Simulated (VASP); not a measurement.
# GaAg2P (P4/mmm) in VASP: further runs

The runs below take GaAg2P through relaxation of cell and atoms, single point, with PBE.

Everything below comes from runs of VASP 6.6.1. Logs are shortened: lines on timing, memory, paths and dates and some standing lists are left out, and cuts for length are marked.

## Step 1: The cell of the first run

Symmetry: P4/mmm, No. 123, tetragonal system. Conventional cell: a = 4.978 Å, b = 4.978 Å, c = 3.100 Å, α = 90.00°, β = 90.00°, γ = 90.00°. Ga (site symmetry 4/mmm) has 8 Ag at 2.93 Å and 2 Ga at 3.10 Å and 8 P at 3.85 Å within 3.9 Å. Within 3.3 Å of Ag (site symmetry mmm) lie 2 P at 2.49 Å and 4 Ga at 2.93 Å and 2 Ag at 3.10 Å. Within 3.3 Å of P (site symmetry 4/mmm) lie 4 Ag at 2.49 Å and 2 P at 3.10 Å.

The cell was generated, and may not be a known phase.

## Step 2: Relaxation of cell and atoms, PBE

Contents of INCAR:

```
ALGO     = Normal         # electronic algorithm
EDIFF    = 1E-7           # SCF threshold, eV
EDIFFG   = -0.04          # ionic threshold
ENCUT    = 600            # plane-wave cutoff, eV
GGA      = PE             # functional
IBRION   = 2              # ionic algorithm
ISIF     = 3              # what is computed and relaxed
ISMEAR   = 0              # smearing method
LASPH    = True           # aspherical terms in the spheres
LCHARG   = False          # write CHGCAR
LREAL    = False          # projectors in reciprocal space
LWAVE    = False          # write WAVECAR
NELM     = 100            # most SCF steps
NSW      = 90             # ionic steps
PREC     = Accurate       # precision mode
SIGMA    = 0.1            # smearing width, eV
```

Contents of KPOINTS:

```
k-points
0
Gamma
  4 4 6
```

Contents of POSCAR:

```
GaAg2P
1.0
    4.9775210847      0.0000000000      0.0000000000
    0.0000000000      4.9775210847      0.0000000000
    0.0000000000      0.0000000000      3.1002291731
Ga Ag P
1 2 1
Direct
    0.0000000000      0.0000000000      0.0000000000
    0.5000000000      0.0000000000      0.5000000000
    0.0000000000      0.5000000000      0.5000000000
    0.5000000000      0.5000000000      0.5000000000
```

Potentials or basis: VASP PAW PBE potentials, release 64 (Ga_d, Ag, P).

Run with:

```bash
$ cat potpaw_PBE.64/Ga_d/POTCAR potpaw_PBE.64/Ag/POTCAR potpaw_PBE.64/P/POTCAR > POTCAR
$ mpirun -np 1 vasp_std > vasp.out
```

OUTCAR:

```text
EDIFF = 1E-7
   EDIFFG = -0.04
   ENCUT = 600
   GGA = PE
   IBRION = 2
   ISIF = 3
   ISMEAR = 0
   LASPH = True
   LREAL = False
   NELM = 100
   NSW = 90
   PREC = Accurate

 ion  position               nearest neighbor table
   1  0.000  0.000  0.000-   2 2.93   3 2.93   2 2.93   3 2.93   3 2.93   3 2.93   2 2.93   2 2.93

   2  0.500  0.000  0.500-   4 2.49   4 2.49   1 2.93   1 2.93   1 2.93   1 2.93   3 3.52   3 3.52
                             3 3.52   3 3.52
   3  0.000  0.500  0.500-   4 2.49   4 2.49   1 2.93   1 2.93   1 2.93   1 2.93   2 3.52   2 3.52
                             2 3.52   2 3.52
   4  0.500  0.500  0.500-   2 2.49   3 2.49   2 2.49   3 2.49

  LATTYP: Found a simple tetragonal cell.
 ALAT       =     4.9775210847
 C/A-ratio  =     0.6228460152

  Lattice vectors:

 A1 = (   4.9775210847,   0.0000000000,   0.0000000000)
 A2 = (   0.0000000000,   4.9775210847,   0.0000000000)
 A3 = (   0.0000000000,   0.0000000000,   3.1002291731)

Analysis of symmetry for initial positions (statically):
=====================================================================
 Subroutine PRICEL returns:
 Original cell was already a primitive cell.

 Routine SETGRP: Setting up the symmetry group for a
 simple tetragonal supercell.

 Subroutine GETGRP returns: Found 16 space group operations
 (whereof 16 operations were pure point group operations)
 out of a pool of 16 trial point group operations.

The static configuration has the point symmetry D_4h.

Analysis of symmetry for dynamics (positions and initial velocities):
=====================================================================
 Subroutine PRICEL returns:
 Original cell was already a primitive cell.

 Routine SETGRP: Setting up the symmetry group for a
 simple tetragonal supercell.

 Subroutine GETGRP returns: Found 16 space group operations
 (whereof 16 operations were pure point group operations)
 out of a pool of 16 trial point group operations.

The dynamic configuration has the point symmetry D_4h.

 Subroutine INISYM returns: Found 16 space group operations
 (whereof 16 operations are pure point group operations),
 and found     1 'primitive' translations

----------------------------------------------------------------------------------------

                                     Primitive cell

  volume of cell :      76.8104

  direct lattice vectors                    reciprocal lattice vectors
     4.977521085  0.000000000  0.000000000     0.200903217  0.000000000  0.000000000
     0.000000000  4.977521085  0.000000000     0.000000000  0.200903217  0.000000000
     0.000000000  0.000000000  3.100229173     0.000000000  0.000000000  0.322556800

  length of vectors
     4.977521085  4.977521085  3.100229173     0.200903217  0.200903217  0.322556800

  position of ions in fractional coordinates (direct lattice)
     0.000000000  0.000000000  0.000000000
     0.500000000  0.000000000  0.500000000
     0.000000000  0.500000000  0.500000000
     0.500000000  0.500000000  0.500000000

  ion indices of the primitive-cell ions
   primitive index   ion index
                 1           1
                 2           2
                 3           3
                 4           4

----------------------------------------------------------------------------------------

 KPOINTS: k-points

Automatic generation of k-mesh.
 Grid dimensions read from file:
 generate k-points for:    4    4    6

 Generating k-lattice:

  Cartesian coordinates                     Fractional coordinates (reciprocal lattice)
     0.050225804  0.000000000  0.000000000     0.250000000  0.000000000  0.000000000
     0.000000000  0.050225804  0.000000000     0.000000000  0.250000000  0.000000000
     0.000000000  0.000000000  0.053759467     0.000000000  0.000000000  0.166666667

  Length of vectors
     0.050225804  0.050225804  0.053759467

  Shift w.r.t. Gamma in fractional coordinates (k-lattice)
     0.000000000  0.000000000  0.000000000

 Subroutine IBZKPT returns following result:
 ===========================================

 Found     24 irreducible k-points:

 Following reciprocal coordinates:
            Coordinates               Weight
  0.000000  0.000000  0.000000      1.000000
  0.250000  0.000000  0.000000      4.000000
  0.500000  0.000000  0.000000      2.000000
  0.250000  0.250000  0.000000      4.000000
  0.500000  0.250000  0.000000      4.000000
  0.500000  0.500000  0.000000      1.000000
[... 16 lines left out ...]
  0.500000  0.250000  0.500000      4.000000
  0.500000  0.500000  0.500000      1.000000
   k-points           NKPTS =     24   k-points in BZ     NKDIM =     24   number of bands    NBANDS=     24
   number of dos      NEDOS =    301   number of ions     NIONS =      4
   total plane-waves  NPLWV =  44800
   dimension x,y,z NGX =    40 NGY =   40 NGZ =   28
   dimension x,y,z NGXF=    80 NGYF=   80 NGZF=   56
   ions per type =               1   2   1
   NGX,Y,Z   is equivalent  to a cutoff of  13.36, 13.36, 15.01 a.u.
   NGXF,Y,Z  is equivalent  to a cutoff of  26.72, 26.72, 30.03 a.u.
 SYSTEM =  unknown system
   PREC   = accura    normal or accurate (medium, high low for compatibility)
   ISTART =      0    job   : 0-new  1-cont  2-samecut
   ICHARG =      2    charge: 1-file 2-atom 10-const
   ISPIN  =      1    spin polarized calculation?
   LNONCOLLINEAR =      F non collinear calculations
   LSORBIT =      F    spin-orbit coupling
   LASPH  =      T    aspherical Exc in radial PAW
   ENCUT  =  600.0 eV  44.10 Ry    6.64 a.u.   9.94  9.94  6.19*2*pi/ulx,y,z
   NELM   =    100;   NELMIN=  2; NELMDL= -5     # of ELM steps
   EDIFF  = 0.1E-06   stopping-criterion for ELM
   LREAL  =      F    real-space projection
   EDIFFG = -.4E-01   stopping-criterion for IOM
   NSW    =     90    number of steps for IOM
   IBRION =      2    ionic relax: 0-MD 1-quasi-New 2-CG
   NFREE  =      1    steps in history (QN), initial steepest desc. (CG)
   ISIF   =      3    stress and relaxation
   ISYM   =      2    0-nonsym 1-usesym 2-fastsym
   POTIM  = 0.5000    time-step for ionic-motion
   TEBEG  =    0.0;   TEEND  =   0.0 temperature during run
   PSTRESS=    0.0 pullay stress
   NELECT =      40.0000    total number of electrons
   NUPDOWN=      -1.0000    fix difference up-down
   EMIN   =  10.00;   EMAX   =-10.00  energy-range for DOS
   EFERMI =   0.00;   METHOD = LEGACY
   ISMEAR =     0;   SIGMA  =   0.10  broadening in eV -4-tet -1-fermi 0-gaus
   EFERMI_NEDOS =   21; number of points for ismear=-14 and -15
   IALGO  =     38    algorithm
   IMIX   =      4    mixing-type and parameters
     AMIX     =   0.40;   BMIX     =  1.00
     AMIX_MAG =   1.60;   BMIX_MAG =  1.00
  volume/ion in A,a.u.               =      19.20       129.59
  Fermi-wavevector in a.u.,A,eV,Ry     =   1.317108  2.488974 23.603037  1.734774
  Thomas-Fermi vector in A             =   2.447173
   LORBIT       =      0    0 simple, 1 ext, 2 COOP (PROOUT), +10 PAW based schemes
   GGA     = PE    functional components
   LHFCALC =     F    Hartree Fock is set to
   AEXX    =    0.0000 exact exchange contribution
   IVDW    =     0    specifies the selected vdW correction
   LEPSILON=     F    determine dielectric tensor
   LRPA    =     F    only Hartree local field effects (RPA)
 conjugate gradient relaxation of ions
 non-spin polarized calculation
 Gauss-broadening in eV      SIGMA  =   0.10
  energy-cutoff  :      600.00
  volume of cell :       76.81
 maximum number of plane-waves:      2584
 NGX is ok and might be reduce to    40
   NGX = 19   NGY = 19   NGZ = 13

--------------------------------------- Ionic step        1  -------------------------------------------

 number of electron      40.0000000 magnetization

 Free energy of the ion-electron system (eV)
  ---------------------------------------------------
  ext. energy  EPLUGINS =         0.00000000
  ---------------------------------------------------
  free energy    TOTEN  =       -12.65097691 eV

  energy without entropy =      -12.63197041  energy(sigma->0) =      -12.64147366

------------------------ aborting loop because EDIFF is reached ----------------------------------------

  FORCE on cell =-STRESS in cart. coord.  units (eV):
  Direction    XX          YY          ZZ          XY          YZ          ZX
  --------------------------------------------------------------------------------------
  -------------------------------------------------------------------------------------
  Total        1.1149847      1.1149847     -1.9615502      0.0000000     -0.0000000      0.0000000
  in kB       23.2573104     23.2573104    -40.9157003      0.0000000     -0.0000000      0.0000000
  external PRESSURE =       1.8663069 kB  Pullay stress =       0.0000000 kB

 VOLUME and BASIS-vectors are now :
 -----------------------------------------------------------------------------
  energy-cutoff  :      600.00
  volume of cell :       76.81
      direct lattice vectors                 reciprocal lattice vectors
     4.977521085  0.000000000  0.000000000     0.200903217  0.000000000  0.000000000
     0.000000000  4.977521085  0.000000000     0.000000000  0.200903217  0.000000000
     0.000000000  0.000000000  3.100229173     0.000000000  0.000000000  0.322556800
[... 267 lines left out ...]
 POSITION                                       TOTAL-FORCE (eV/Angst)
 -----------------------------------------------------------------------------------
      0.00000      0.00000      0.00000         0.000000      0.000000      0.000000
      2.59186     -0.00000      1.37522         0.000000      0.000000      0.000000
      0.00000      2.59186      1.37522         0.000000     -0.000000      0.000000
      2.59186      2.59186      1.37522         0.000000      0.000000      0.000000
 -----------------------------------------------------------------------------------
    total drift:                               -0.000000      0.000000     -0.000000

  FREE ENERGIE OF THE ION-ELECTRON SYSTEM (eV)
  ---------------------------------------------------
  free  energy   TOTEN  =       -12.9463658381 eV

  energy  without entropy=      -12.9412031368  energy(sigma->0) =      -12.94378449

--------------------------------------- Ionic step        9  -------------------------------------------

 number of electron      39.9999998 magnetization

 Free energy of the ion-electron system (eV)
  ---------------------------------------------------
  ext. energy  EPLUGINS =         0.00000000
  ---------------------------------------------------
  free energy    TOTEN  =       -12.94753728 eV

  energy without entropy =      -12.94228170  energy(sigma->0) =      -12.94490949

 E-fermi :   6.9568     XC(G=0): -11.2139

 val. band max:        6.9065883095   @ k =   0.5000   0.2500   0.5000
 cond. band min:       6.9641236933   @ k =   0.0000   0.0000   0.0000
 fundamental gap:      0.0575353838
 Fermi energy:         6.9568008853

 k-point     1 :       0.0000    0.0000    0.0000
  band No.  band energies     occupation
      1      -8.2414      2.00000
      2      -8.0565      2.00000
      3      -8.0226      2.00000
      4      -7.9392      2.00000
      5      -7.9392      2.00000
      6      -5.0346      2.00000
[... 16 lines left out ...]
     23       9.3013      0.00000
     24      11.4478      0.00000
[... 641 lines left out ...]
 POSITION                                       TOTAL-FORCE (eV/Angst)
 -----------------------------------------------------------------------------------
      0.00000      0.00000      0.00000         0.000000      0.000000      0.000000
      2.58128     -0.00000      1.37893         0.000000      0.000000      0.000000
      0.00000      2.58128      1.37893         0.000000     -0.000000      0.000000
      2.58128      2.58128      1.37893         0.000000      0.000000      0.000000
 -----------------------------------------------------------------------------------
    total drift:                               -0.000000      0.000000     -0.000000

  FREE ENERGIE OF THE ION-ELECTRON SYSTEM (eV)
  ---------------------------------------------------
  free  energy   TOTEN  =       -12.9475372816 eV

  energy  without entropy=      -12.9422816976  energy(sigma->0) =      -12.94490949

 reached required accuracy - stopping structural energy minimisation
```

Run time: 4.8 min. Hardware: 1 thread of Intel Xeon Platinum 8488C (Sapphire Rapids), shared host; peak memory 0.24 GiB.

Results:

```yaml
Free_energy: -12.9475 eV
Relaxed_volume: 18.38 Å³/atom
Relaxed_cell: a = 5.163 Å, b = 5.163 Å, c = 2.758 Å, α = 90.00°, β = 90.00°, γ = 90.00°
Space_group_after_relaxing_to_0.1_Å: P4/mmm (No. 123)
Energy_gained_by_relaxing: 74.1 meV/atom
Ionic_steps: 9
Pressure_after_relaxing: 0.0 GPa
Band_gap_on_the_k_mesh: zero (bands 20 and 21 overlap by 3.74 eV)
```

Step by step:
```tsv
step	energy change (eV)	largest force (eV/Å)	pressure (GPa)	volume (Å³)
1	0.0000	0.0000	0.19	76.81
2	-0.0930	0.0000	-1.22	77.02
3	-0.2251	0.0000	-2.61	77.22
4	-0.1758	0.0000	-2.40	76.98
5	-0.2563	0.0000	-3.15	77.23
6	-0.2883	0.0000	-1.14	74.60
7	-0.2883	0.0000	-1.07	74.52
8	-0.2954	0.0000	-0.44	73.91
9	-0.2966	0.0000	0.03	73.50
```

Final structure:
```yaml
crystal:
  lattice:
    - [5.16256, 0.00000, 0.00000]
    - [0.00000, 5.16256, 0.00000]
    - [0.00000, 0.00000, 2.75786]
  atoms:
    - { symbol: Ga, position: [0.00000, 0.00000, 0.00000] }
    - { symbol: Ag, position: [0.50000, 0.00000, 0.50000] }
    - { symbol: Ag, position: [0.00000, 0.50000, 0.50000] }
    - { symbol: P, position: [0.50000, 0.50000, 0.50000] }
```

## Step 3: Single point, PBE

This run uses another cell than the first one, of 18.61 Å³/atom.

Contents of INCAR:

```
  PREC = Accurate
  ENCUT = 520
  EDIFF = 1E-7
  ISMEAR = 0
  SIGMA = 0.1
  LREAL = False
  LASPH = True
  NELM = 100
  ALGO = Normal
  ISIF = 2
  LWAVE = False
  LCHARG = True
  GGA = PE
  LELF = True
  LVHAR = True
  NBANDS = 28
```

Contents of KPOINTS:

```
regular mesh
0
Gamma
  10 10 16
```

Contents of POSCAR:

```
GaAg2P
1.0
    5.0969960897      0.0000000000      0.0000000000
    0.0000000000      5.0969960897      0.0000000000
    0.0000000000      0.0000000000      2.8650690140
Ga Ag P
1 2 1
Direct
    0.0000000000      0.0000000000      0.0000000000
    0.5000000000      0.0000000000      0.5000000000
    0.0000000000      0.5000000000      0.5000000000
    0.5000000000      0.5000000000      0.5000000000
```

Potentials or basis: VASP PAW PBE potentials, release 64 (Ga_d, Ag, P).

Run with:

```bash
$ cat potpaw_PBE.64/Ga_d/POTCAR potpaw_PBE.64/Ag/POTCAR potpaw_PBE.64/P/POTCAR > POTCAR
$ mpirun -np 1 vasp_std > vasp.out
```

It took 4.1 min on 1 thread of Intel Xeon Platinum 8488C (Sapphire Rapids), shared host; peak memory 0.48 GiB.

Results (log left out):

```
Free energy            : -12.8101 eV
Pressure               : 0.0 GPa
Band gap on the k mesh : zero (bands 20 and 21 overlap by 3.94 eV)
```

Levels at points of the mesh, in eV from the Fermi level:
```csv
k point,band 17,band 18,band 19,band 20,band 21,band 22,band 23,band 24
"(0.00, 0.00, 0.00)",-3.92,-3.92,-2.96,-0.78,0.25,0.25,2.78,3.68
"(0.50, 0.00, 0.00)",-4.12,-2.41,-2.23,-1.57,-0.78,4.00,4.70,4.96
"(0.50, 0.50, 0.00)",-4.03,-3.79,-3.79,3.14,3.14,4.27,4.60,5.52
"(0.00, 0.00, 0.50)",-2.86,-2.71,-1.38,-1.38,-0.40,3.28,4.14,4.14
"(0.50, 0.00, 0.50)",-3.12,-2.59,-1.88,-0.71,1.03,1.40,3.14,3.42
"(0.50, 0.50, 0.50)",-2.52,-2.25,-1.14,-0.47,-0.47,-0.08,-0.08,7.18
```

The gap in the log of VASP goes by the Fermi energy; the results here count the filled bands.